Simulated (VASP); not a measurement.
# CdTe (zincblende type) (F-43m) in VASP: further runs

CdTe (zincblende type) is run at these levels: PBEsol; tasks: density of states.

All numbers are computed with VASP 6.6.1; they aren't measurements. Logs are shortened: lines on timing, memory, paths and dates and some standing lists are left out, and cuts for length are marked.

## Step 1: The cell of the first run

The structure is cubic, space group F-43m (No. 216). The conventional cell has a = 5.318 Å, b = 5.318 Å, c = 5.318 Å, α = 90.00°, β = 90.00°, γ = 90.00°. Cd (site symmetry -43m) has 4 Te at 2.30 Å within 3.0 Å. Within 3.0 Å of Te (site symmetry -43m) lie 4 Cd at 2.30 Å.

## Step 2: Density of states, PBEsol (volume scaled by 0.55)

File POSCAR:

```
CdTe
1.0
    0.0000000000      2.6587655290      2.6587655290
    2.6587655290      0.0000000000      2.6587655290
    2.6587655290      2.6587655290      0.0000000000
Cd Te
1 1
Direct
    0.0000000000      0.0000000000      0.0000000000
    0.2500000000      0.2500000000      0.2500000000
```

File INCAR.step1:

```
  PREC = Accurate
  ENCUT = 520
  EDIFF = 1E-7
  ISMEAR = -1
  SIGMA = 0.05
  LREAL = False
  LASPH = True
  NELM = 80
  ALGO = Normal
  ISIF = 2
  LWAVE = False
  LCHARG = True
  GGA = PS
  NBANDS = 16
```

File KPOINTS.step1:

```
regular mesh
0
Gamma
  12 12 12
```

File INCAR.step2:

```
  PREC = Accurate
  ENCUT = 520
  EDIFF = 1E-7
  ISMEAR = -5
  SIGMA = 0.05
  LREAL = False
  LASPH = True
  NELM = 80
  ALGO = Normal
  ISIF = 2
  LWAVE = False
  LCHARG = False
  GGA = PS
  LORBIT = 11
  NEDOS = 2001
  ICHARG = 11
```

File KPOINTS.step2:

```
regular mesh
0
Gamma
  18 18 18
```

Potentials or basis: VASP PAW PBE potentials, release 64 (Cd, Te).

On the command line:

```console
cat potpaw_PBE.64/Cd/POTCAR potpaw_PBE.64/Te/POTCAR > POTCAR
cp INCAR.step1 INCAR
cp KPOINTS.step1 KPOINTS
mpirun -np 1 vasp_std > vasp.out
cp INCAR.step2 INCAR
cp KPOINTS.step2 KPOINTS
mpirun -np 1 vasp_std > vasp.out
```

OUTCAR:

```text
PREC = Accurate
   ENCUT = 520
   EDIFF = 1E-7
   ISMEAR = -5
   LREAL = False
   LASPH = True
   NELM = 80
   ISIF = 2
   GGA = PS
   LORBIT = 11
   ICHARG = 11

 ion  position               nearest neighbor table
   1  0.000  0.000  0.000-   2 2.30   2 2.30   2 2.30   2 2.30
   2  0.250  0.250  0.250-   1 2.30   1 2.30   1 2.30   1 2.30

  LATTYP: Found a face centered cubic cell.
 ALAT       =     5.3175310580

  Lattice vectors:

 A1 = (   0.0000000000,   2.6587655290,   2.6587655290)
 A2 = (   2.6587655290,   0.0000000000,   2.6587655290)
 A3 = (   2.6587655290,   2.6587655290,   0.0000000000)

Analysis of symmetry for initial positions (statically):
=====================================================================
 Subroutine PRICEL returns:
 Original cell was already a primitive cell.

 Routine SETGRP: Setting up the symmetry group for a
 face centered cubic supercell.

 Subroutine GETGRP returns: Found 24 space group operations
 (whereof 24 operations were pure point group operations)
 out of a pool of 48 trial point group operations.

The static configuration has the point symmetry T_d .

Analysis of symmetry for dynamics (positions and initial velocities):
=====================================================================
 Subroutine PRICEL returns:
 Original cell was already a primitive cell.

 Routine SETGRP: Setting up the symmetry group for a
 face centered cubic supercell.

 Subroutine GETGRP returns: Found 24 space group operations
 (whereof 24 operations were pure point group operations)
 out of a pool of 48 trial point group operations.

The dynamic configuration has the point symmetry T_d .

 Subroutine INISYM returns: Found 24 space group operations
 (whereof 24 operations are pure point group operations),
 and found     1 'primitive' translations

----------------------------------------------------------------------------------------

                                     Primitive cell

  volume of cell :      37.5898

  direct lattice vectors                    reciprocal lattice vectors
     0.000000000  2.658765529  2.658765529    -0.188057200  0.188057200  0.188057200
     2.658765529  0.000000000  2.658765529     0.188057200 -0.188057200  0.188057200
     2.658765529  2.658765529  0.000000000     0.188057200  0.188057200 -0.188057200

  length of vectors
[... 93 lines left out ...]
   TEBEG  =    0.0;   TEEND  =   0.0 temperature during run
   PSTRESS=    0.0 pullay stress
   NELECT =      18.0000    total number of electrons
   NUPDOWN=      -1.0000    fix difference up-down
   EMIN   =  10.00;   EMAX   =-10.00  energy-range for DOS
   EFERMI =   0.00;   METHOD = LEGACY
   ISMEAR =    -5;   SIGMA  =   0.05  broadening in eV -4-tet -1-fermi 0-gaus
   EFERMI_NEDOS =   21; number of points for ismear=-14 and -15
   IALGO  =     38    algorithm
   IMIX   =      4    mixing-type and parameters
     AMIX     =   0.40;   BMIX     =  1.00
     AMIX_MAG =   1.60;   BMIX_MAG =  1.00
  volume/ion in A,a.u.               =      18.79       126.83
  Fermi-wavevector in a.u.,A,eV,Ry     =   1.280783  2.420329 22.319074  1.640406
  Thomas-Fermi vector in A             =   2.413191
   LORBIT       =     11    0 simple, 1 ext, 2 COOP (PROOUT), +10 PAW based schemes
   GGA     = PS    functional components
   LHFCALC =     F    Hartree Fock is set to
   AEXX    =    0.0000 exact exchange contribution
   IVDW    =     0    specifies the selected vdW correction
   LEPSILON=     F    determine dielectric tensor
   LRPA    =     F    only Hartree local field effects (RPA)
 non-spin polarized calculation
 Fermi weights with tetrahedron method with Bloechl corrections
  energy-cutoff  :      520.00
  volume of cell :       37.59
 maximum number of plane-waves:      1026

 number of electron      18.0000000 magnetization

 Free energy of the ion-electron system (eV)
  ---------------------------------------------------
  ext. energy  EPLUGINS =         0.00000000
  ---------------------------------------------------
  free energy    TOTEN  =         0.19538293 eV

  energy without entropy =        0.19538293  energy(sigma->0) =        0.19538293

 E-fermi :  10.2715     XC(G=0): -11.6746

 val. band max:       10.2633099699   @ k =   0.0000   0.0000   0.0000
 cond. band min:      10.7767760301   @ k =   0.5000   0.5000   0.0000
 fundamental gap:      0.5134660603
 Fermi energy:        10.2714558665

 k-point     1 :       0.0000    0.0000    0.0000
  band No.  band energies     occupation
      1      -6.6383      2.00000
      2      -2.4807      2.00000
      3      -2.4807      2.00000
      4      -2.4807      2.00000
      5      -1.5152      2.00000
      6      -1.5152      2.00000
      7      10.2633      2.00000
      8      10.2633      2.00000
      9      10.2633      2.00000
     10      12.4861      0.00000
     11      13.6064      0.00000
     12      13.6064      0.00000
     13      13.6064      0.00000
[... 354 lines left out ...]
  band No.  band energies     occupation
      1      -6.0530      2.00000
      2      -2.3512      2.00000
      3      -2.3389      2.00000
      4      -2.2335      2.00000
      5      -1.5551      2.00000
      6      -1.5108      2.00000
      7       5.3561      2.00000
      8       8.2912      2.00000
      9       9.2326      2.00000
     10      12.8086      0.00000
     11      14.4568      0.00000
     12      14.7999      0.00000
     13      15.8202      0.00000

 [... further k-points ...]
[... 5 lines left out ...]
  --------------------------------------------------------------------------------------
  -------------------------------------------------------------------------------------
  Total       24.5169800     24.5169800     24.5169800      0.0000000      0.0000000      0.0000000
  in kB     1044.9787080   1044.9787080   1044.9787080      0.0000000      0.0000000      0.0000000
  external PRESSURE =    1044.9787080 kB  Pullay stress =       0.0000000 kB

 VOLUME and BASIS-vectors are now :
 -----------------------------------------------------------------------------
  energy-cutoff  :      520.00
  volume of cell :       37.59
      direct lattice vectors                 reciprocal lattice vectors
     0.000000000  2.658765529  2.658765529    -0.188057200  0.188057200  0.188057200
     2.658765529  0.000000000  2.658765529     0.188057200 -0.188057200  0.188057200
     2.658765529  2.658765529  0.000000000     0.188057200  0.188057200 -0.188057200

 POSITION                                       TOTAL-FORCE (eV/Angst)
 -----------------------------------------------------------------------------------
      0.00000      0.00000      0.00000        -0.000000     -0.000000     -0.000000
      1.32938      1.32938      1.32938         0.000000      0.000000      0.000000
 -----------------------------------------------------------------------------------
    total drift:                               -0.000000     -0.000000      0.000000

  FREE ENERGIE OF THE ION-ELECTRON SYSTEM (eV)
  ---------------------------------------------------
  free  energy   TOTEN  =         0.1953829258 eV

  energy  without entropy=        0.1953829258  energy(sigma->0) =        0.19538293

 total charge

# of ion       s       p       d       tot
------------------------------------------
    1        0.673   0.902   9.601  11.176
    2        1.365   2.484   0.129   3.977
--------------------------------------------------
tot          2.038   3.386   9.729  15.153
```

It took 86 s on 1 thread of Intel Xeon Platinum 8259CL at 2.50GHz (Skylake/Cascade Lake), shared host; peak memory 0.24 GiB.

What came out:

- Valence electrons inside the program's atomic spheres: Cd 11.18; Te 3.98

Levels at points of the mesh, in eV from the valence-band top:
```tsv
k point	band 7	band 8	band 9	band 10	band 11	band 12
(0.00, 0.00, 0.00)	0.00	0.00	0.00	2.22	3.34	3.34
(0.50, 0.00, 0.00)	-9.65	-2.27	-2.27	1.91	4.14	4.14
(0.50, 0.50, 0.00)	-8.34	-5.15	-5.15	0.51	1.15	11.19
```

Caveat: the PAW data sets were made with another functional, which shifts forces and pressure a little; spin-orbit coupling is left out, which moves the levels of the heavy elements.

[end of part 1 of 3]
